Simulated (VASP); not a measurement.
Here is a VASP 6.6.1 calculation.

Contents of POSCAR:

```
NbTe
1.0
    0.0000000000      3.1846619175      3.1846619175
    3.1846619175      0.0000000000      3.1846619175
    3.1846619175      3.1846619175      0.0000000000
Nb Te
1 1
Direct
    0.0000000000      0.0000000000      0.0000000000
    0.2500000000      0.2500000000      0.2500000000
```

The input INCAR.step1:

```
PREC = Accurate
ENCUT = 520
EDIFF = 1E-7
ISMEAR = 0
SIGMA = 0.05
LREAL = False
LASPH = True
NELM = 150
ALGO = Normal
ISIF = 2
LWAVE = False
LCHARG = True
ISPIN = 2
MAGMOM = 1.66 0
LMAXMIX = 4
GGA = PE
NBANDS = 20
```

Contents of KPOINTS.step1:

```
Automatic mesh
0
Gamma
  10 10 10
```

The input INCAR.step2:

```
PREC = Accurate
ENCUT = 520
EDIFF = 1E-7
ISMEAR = -5
SIGMA = 0.05
LREAL = False
LASPH = True
NELM = 150
ALGO = Normal
ISIF = 2
LWAVE = False
LCHARG = False
ISPIN = 2
MAGMOM = 1.66 0
LORBIT = 10
LMAXMIX = 4
GGA = PE
NBANDS = 20
NEDOS = 2001
ICHARG = 11
```

File KPOINTS.step2:

```
Automatic mesh
0
Gamma
  15 15 15
```

Potentials or basis: VASP PAW PBE potentials, release 64 (Nb_sv, Te).

Launch:

```sh
$ cat potpaw_PBE.64/Nb_sv/POTCAR potpaw_PBE.64/Te/POTCAR > POTCAR
$ cp INCAR.step1 INCAR
$ cp KPOINTS.step1 KPOINTS
$ mpirun -np 1 vasp_std > vasp.out
$ cp INCAR.step2 INCAR
$ cp KPOINTS.step2 KPOINTS
$ mpirun -np 1 vasp_std > vasp.out
```

Estimate the site moments.

Nb +1.59; Te -0.05 μB.

Estimate the net moment.

2.21 μB per cell.
